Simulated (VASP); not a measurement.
NbC2, 3 atoms in the cell. The structure is hexagonal, space group P6/mmm (No. 191). The conventional cell has a = 3.868 Å, b = 3.868 Å, c = 3.830 Å, α = 90.00°, β = 90.00°, γ = 120.00°. Within 1.8 Å of Nb (site symmetry 6/mmm) lie 2 C at 1.34 Å. C (site symmetry 6mm) has 1 C at 1.14 Å and 1 Nb at 1.34 Å within 1.5 Å. 

```yaml
Program: VASP 6.6.1
Task: relaxation of cell and atoms
Functional: PBE
Potentials_or_basis: VASP PAW PBE potentials, release 64 (Nb_sv, C)
Cutoff: 600 eV
k_mesh: 6 × 6 × 5
Occupations: gaussian, width 0.2 eV
Spin: no spin polarisation
Dipole_correction: no
Further_INCAR_settings: ALGO = Normal; EDIFF = 1e-07; IBRION = 2; EDIFFG = -0.08; NSW = 36; ISIF = 3
```

Potentials or basis: VASP PAW PBE potentials, release 64 (Nb_sv, C).

Command:

```sh
$ cat potpaw_PBE.64/Nb_sv/POTCAR potpaw_PBE.64/C/POTCAR > POTCAR
$ mpirun -np 1 vasp_std > vasp.out
```

Hardware: 1 thread of Intel(R) Xeon(R) 6975P-C (Granite Rapids), with other jobs on the host.

Q: How long does it take, and how much memory?

A: Wall time 3.9 min on 1 thread of Intel(R) Xeon(R) 6975P-C (Granite Rapids), with other jobs on the host, peak memory 0.19 GiB. Counts: scf iterations 359, k points 21, ion steps 23.
